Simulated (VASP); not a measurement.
A run of VASP 6.6.1:

The input INCAR:

```
SYSTEM = InSb
ALGO = Normal
EDIFF = 1E-6
ENCUT = 520
GGA = PE
ISIF = 2
ISMEAR = 0
LASPH = .True.
LCHARG = .False.
LREAL = .False.
LWAVE = .False.
NBANDS = 26
NELM = 100
PREC = Accurate
SIGMA = 0.1
```

KPOINTS

```
k-points
0
Gamma
  4 4 8
  0 0 0
```

Contents of POSCAR:

```
InSb
1.0
    5.9204200000      0.0000000000      0.0000000000
    0.0000000000      5.9380040000      0.0000000000
    0.0000000000      0.0000000000      3.2224990000
In Sb
2 2
Direct
    0.0000000000      0.0000000000      0.0088050000
    0.5000000000      0.5000000000      0.9911950000
    0.0000000000      0.5000000000      0.2769970000
    0.5000000000      0.0000000000      0.7230030000
```

Potentials or basis: VASP PAW PBE potentials, release 64 (In_d, Sb).

Launch:

```sh
$ cat potpaw_PBE.64/In_d/POTCAR potpaw_PBE.64/Sb/POTCAR > POTCAR
$ mpirun -np 1 vasp_std > vasp.out
```

Hardware: 1 thread of Intel(R) Xeon(R) 6975P-C (Granite Rapids), on a shared host.

Task: Estimate the wall time of this run.

Result: It took 90 s on 1 thread of Intel(R) Xeon(R) 6975P-C (Granite Rapids) (shared host), peak memory 0.3 GiB. Counts: scf iterations 12, k points 45.
